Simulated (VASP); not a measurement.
# GaSb (F-43m) in VASP: elastic constants with PBE

Aim: the elastic constants of GaSb with PBE.

Program: VASP 6.6.1. These are calculated values, not measurements. Logs are shortened: lines on timing, memory, paths and dates and some standing lists are left out, and cuts for length are marked.

**1. The cell of the first run**

The structure is cubic, space group F-43m (No. 216). The conventional cell has a = 6.118 Å, b = 6.118 Å, c = 6.118 Å, α = 90.00°, β = 90.00°, γ = 90.00°. Sb (site symmetry -43m) has 4 Ga at 2.65 Å within 3.5 Å. Within 3.5 Å of Ga (site symmetry -43m) lie 4 Sb at 2.65 Å.

**2. Elastic constants, PBE**

Contents of INCAR:

```
SYSTEM = GaSb
  PREC = Accurate
  ENCUT = 500
  EDIFF = 1E-8
  ISMEAR = -1
  SIGMA = 0.05
  LREAL = .FALSE.
  LASPH = .TRUE.
  NELM = 120
  ALGO = Normal
  ISIF = 3
  LWAVE = .FALSE.
  LCHARG = .FALSE.
  GGA = PE
  NBANDS = 21
  IBRION = 6
  NFREE = 2
  POTIM = 0.015
  NSW = 1
  GGA_COMPAT = .FALSE.
```

Contents of KPOINTS:

```
regular mesh
0
G
  6 6 6
  0 0 0
```

Contents of POSCAR:

```
GaSb
1.0
    0.0000000000      3.0590000000      3.0590000000
    3.0590000000      0.0000000000      3.0590000000
    3.0590000000      3.0590000000      0.0000000000
Sb Ga
1 1
Direct
    0.7500000000      0.7500000000      0.7500000000
    0.0000000000      0.0000000000      0.0000000000
```

Potentials or basis: VASP PAW PBE potentials, release 64 (Sb_d_GW, Ga_d).

Run with:

```
cat potpaw_PBE.64/Sb_d_GW/POTCAR potpaw_PBE.64/Ga_d/POTCAR > POTCAR
mpirun -np 1 vasp_std > vasp.out
```

OUTCAR:

```text
SYSTEM = GaSb
   PREC = Accurate
   ENCUT = 500
   EDIFF = 1E-8
   ISMEAR = -1
   LREAL = .FALSE.
   LASPH = .TRUE.
   NELM = 120
   ISIF = 3
   GGA = PE
   IBRION = 6
   NFREE = 2
   POTIM = 0.015
   NSW = 1

 ion  position               nearest neighbor table
   1  0.750  0.750  0.750-   2 2.65   2 2.65   2 2.65   2 2.65
   2  0.000  0.000  0.000-   1 2.65   1 2.65   1 2.65   1 2.65

  LATTYP: Found a face centered cubic cell.
 ALAT       =     6.1180000000

  Lattice vectors:

 A1 = (   0.0000000000,   3.0590000000,   3.0590000000)
 A2 = (   3.0590000000,   0.0000000000,   3.0590000000)
 A3 = (   3.0590000000,   3.0590000000,   0.0000000000)

Analysis of symmetry for initial positions (statically):
=====================================================================
 Subroutine PRICEL returns:
 Original cell was already a primitive cell.

 Routine SETGRP: Setting up the symmetry group for a
 face centered cubic supercell.

 Subroutine GETGRP returns: Found 24 space group operations
 (whereof 24 operations were pure point group operations)
 out of a pool of 48 trial point group operations.

The static configuration has the point symmetry T_d .

Analysis of symmetry for dynamics (positions and initial velocities):
=====================================================================
 Subroutine PRICEL returns:
 Original cell was already a primitive cell.

 Routine SETGRP: Setting up the symmetry group for a
 face centered cubic supercell.

 Subroutine GETGRP returns: Found 24 space group operations
 (whereof 24 operations were pure point group operations)
 out of a pool of 48 trial point group operations.

The dynamic configuration has the point symmetry T_d .

 Subroutine INISYM returns: Found 24 space group operations
 (whereof 24 operations are pure point group operations),
 and found     1 'primitive' translations

----------------------------------------------------------------------------------------

                                     Primitive cell

  volume of cell :      57.2491

  direct lattice vectors                    reciprocal lattice vectors
     0.000000000  3.059000000  3.059000000    -0.163452109  0.163452109  0.163452109
     3.059000000  0.000000000  3.059000000     0.163452109 -0.163452109  0.163452109
     3.059000000  3.059000000  0.000000000     0.163452109  0.163452109 -0.163452109

  length of vectors
     4.326079287  4.326079287  4.326079287     0.283107357  0.283107357  0.283107357

  position of ions in fractional coordinates (direct lattice)
     0.750000000  0.750000000  0.750000000
     0.000000000  0.000000000  0.000000000

  ion indices of the primitive-cell ions
   primitive index   ion index
                 1           1
                 2           2

----------------------------------------------------------------------------------------

 KPOINTS: regular mesh

Automatic generation of k-mesh.
 Grid dimensions read from file:
 generate k-points for:    6    6    6

 Generating k-lattice:
[... 89 lines left out ...]
   NGX = 15   NGY = 15   NGZ = 15

--------------------------------------- Ionic step        1  -------------------------------------------

 number of electron      27.9999974 magnetization

 Free energy of the ion-electron system (eV)
  ---------------------------------------------------
  ext. energy  EPLUGINS =         0.00000000
  ---------------------------------------------------
  free energy    TOTEN  =        -7.34119494 eV

  energy without entropy =       -7.34014136  energy(sigma->0) =       -7.34066815

------------------------ aborting loop because EDIFF is reached ----------------------------------------

  FORCE on cell =-STRESS in cart. coord.  units (eV):
  Direction    XX          YY          ZZ          XY          YZ          ZX
  --------------------------------------------------------------------------------------
  -------------------------------------------------------------------------------------
  Total        0.8649587      0.8649587      0.8649587      0.0000000      0.0000000     -0.0000000
  in kB       24.2068077     24.2068077     24.2068077      0.0000000      0.0000000     -0.0000000
  external PRESSURE =      24.2068077 kB  Pullay stress =       0.0000000 kB
[... 89 lines left out ...]
  FREE ENERGIE OF THE ION-ELECTRON SYSTEM (eV)
  ---------------------------------------------------
  free  energy   TOTEN  =        -7.3249691687 eV

  energy  without entropy=       -7.3241667163  energy(sigma->0) =       -7.32456794

[... ionic steps 4 to 14 ...]

--------------------------------------- Ionic step       15  -------------------------------------------

 number of electron      27.9999981 magnetization

------------------------ aborting loop because EDIFF is reached ----------------------------------------
[... 67 lines left out ...]
--------------------------------------- Ionic step       17  -------------------------------------------

 number of electron      27.9999981 magnetization

 Free energy of the ion-electron system (eV)
  ---------------------------------------------------
  ext. energy  EPLUGINS =         0.00000000
  ---------------------------------------------------
  free energy    TOTEN  =        -7.34033841 eV

  energy without entropy =       -7.33933374  energy(sigma->0) =       -7.33983608

 E-fermi :   3.9239     XC(G=0):  -9.2769

 val. band max:        3.8996094055   @ k =   0.0000   0.0000   0.0000
 cond. band min:       4.2428952409   @ k =   0.0000   0.5000   0.0000
 fundamental gap:      0.3432858354
 Fermi energy:         3.9238864111

 k-point     1 :       0.0000    0.0000    0.0000
  band No.  band energies     occupation
      1     -24.9042      2.00000
      2     -24.9030      2.00000
      3     -24.9014      2.00000
      4     -24.8837      2.00000
      5     -24.8835      2.00000
      6     -11.1774      2.00000
[... 565 lines left out ...]
     20      13.6717      0.00000
     21      13.8987      0.00000

 [... further k-points ...]

------------------------ aborting loop because EDIFF is reached ----------------------------------------

  FORCE on cell =-STRESS in cart. coord.  units (eV):
  Direction    XX          YY          ZZ          XY          YZ          ZX
  --------------------------------------------------------------------------------------
  -------------------------------------------------------------------------------------
  Total        0.8669571      0.8675989      0.8675989      0.0000000      0.1145567      0.0000000
  in kB       24.2627350     24.2806956     24.2806956      0.0000000      3.2059922      0.0000000
  external PRESSURE =      24.2747087 kB  Pullay stress =       0.0000000 kB
[... 17 lines left out ...]
  FREE ENERGIE OF THE ION-ELECTRON SYSTEM (eV)
  ---------------------------------------------------
  free  energy   TOTEN  =        -7.3403384123 eV

  energy  without entropy=       -7.3393337445  energy(sigma->0) =       -7.33983608

 INTERNAL STRAIN TENSORS FROM STRAINED CELLS
 ============================================

 INTERNAL STRAIN TENSOR FOR ION    1 for displacements in x,y,z  (eV/Angst):
          X           Y           Z          XY          YZ          ZX
  --------------------------------------------------------------------------------
  x     0.00000     0.00000     0.00000     0.00000     7.62517     0.00000
  y    -0.00000    -0.00000     0.00000     0.00000    -0.00000     7.62313
  z     0.00000     0.00000     0.00000     7.63174    -0.00000    -0.00000

 INTERNAL STRAIN TENSORS FROM DISPLACED ATOMS
 ============================================

 INTERNAL STRAIN TENSOR FOR ION    1 for displacements in x,y,z  (eV/Angst):
          X           Y           Z          XY          YZ          ZX
  --------------------------------------------------------------------------------
  x    -0.00000    -0.00000    -0.00000     0.00000     7.61960     0.00000
  y    -0.00000    -0.00000    -0.00000     0.00000     0.00000     7.61960
  z    -0.00000    -0.00000    -0.00000     7.61960     0.00000     0.00000

 INTERNAL STRAIN TENSOR FOR ION    2 for displacements in x,y,z  (eV/Angst):
          X           Y           Z          XY          YZ          ZX
  --------------------------------------------------------------------------------
  x    -0.00000    -0.00000    -0.00000     0.00000    -7.62581     0.00000
  y    -0.00000    -0.00000    -0.00000     0.00000     0.00000    -7.62581
  z    -0.00000    -0.00000    -0.00000    -7.62581     0.00000     0.00000

 Eigenvectors and eigenvalues of the dynamical matrix
 ----------------------------------------------------

   1 f  =    6.503132 THz    40.860383 2PiTHz  216.921132 cm-1    26.894781 meV
             X         Y         Z           dx          dy          dz
      4.588500  4.588500  4.588500     0.000000    0.602999    0.000000
      0.000000  0.000000  0.000000     0.000000   -0.797742    0.000000
[... 21 lines left out ...]
   6 f/i=    0.003597 THz     0.022602 2PiTHz    0.119990 cm-1     0.014877 meV
             X         Y         Z           dx          dy          dz
      4.588500  4.588500  4.588500     0.000000    0.000000    0.797742
      0.000000  0.000000  0.000000     0.000000    0.000000    0.602999

--------------------------------------------------------------------------------------------------------

 ELASTIC MODULI CONTR FROM IONIC RELAXATION (kBar)
 Direction    XX          YY          ZZ          XY          YZ          ZX
 --------------------------------------------------------------------------------
 XX          -0.0000     -0.0000     -0.0000     -0.0000     -0.0000     -0.0000
 YY          -0.0000     -0.0000     -0.0000     -0.0000     -0.0000     -0.0000
 ZZ          -0.0000     -0.0000     -0.0000     -0.0000     -0.0000     -0.0000
 XY          -0.0000     -0.0000     -0.0000   -212.0387      0.0000      0.0000
 YZ          -0.0000     -0.0000     -0.0000      0.0000   -212.0387      0.0000
 ZX          -0.0000     -0.0000     -0.0000      0.0000      0.0000   -212.0387
 --------------------------------------------------------------------------------

 TOTAL ELASTIC MODULI (kBar)
 Direction    XX          YY          ZZ          XY          YZ          ZX
 --------------------------------------------------------------------------------
 XX         776.2580    365.6301    365.6301     -0.0000     -0.0000     -0.0000
 YY         365.6301    776.2580    365.6301     -0.0000     -0.0000     -0.0000
 ZZ         365.6301    365.6301    776.2580     -0.0000     -0.0000     -0.0000
 XY          -0.0000     -0.0000     -0.0000    350.0660      0.0000      0.0000
 YZ          -0.0000     -0.0000     -0.0000      0.0000    350.0660      0.0000
 ZX          -0.0000     -0.0000     -0.0000      0.0000      0.0000    350.0660
 --------------------------------------------------------------------------------
```

It took 5.5 min on 1 thread of AMD EPYC 9R45 (Zen 5), shared host; peak memory 0.27 GiB.

What came out:

```yaml
Elastic_constants_C11_C12_C44: 78, 37, 35 GPa
Voigt_bulk_modulus: 50 GPa
Highest_phonon_frequency_at_Γ_LO-TO_splitting_left_out: 217 cm⁻¹
```

Phonon frequencies in cm⁻¹ (negative: imaginary):
```
              q point        frequencies
(0.000, 0.000, 0.000)  0 0 0 217 217 217
```

Elastic tensor in Voigt notation (GPa, in the Cartesian axes of the cell as first typed):
```
78 37 37  0  0  0
37 78 37  0  0  0
37 37 78  0  0  0
 0  0  0 35  0  0
 0  0  0  0 35  0
 0  0  0  0  0 35
```

Clamped-ion elastic tensor (GPa):
```
78 37 37  0  0  0
37 78 37  0  0  0
37 37 78  0  0  0
 0  0  0 56  0  0
 0  0  0  0 56  0
 0  0  0  0  0 56
```

Caveat: the cell is under stress, which shifts elastic constants; spin-orbit coupling is left out, which moves the levels of the heavy elements.
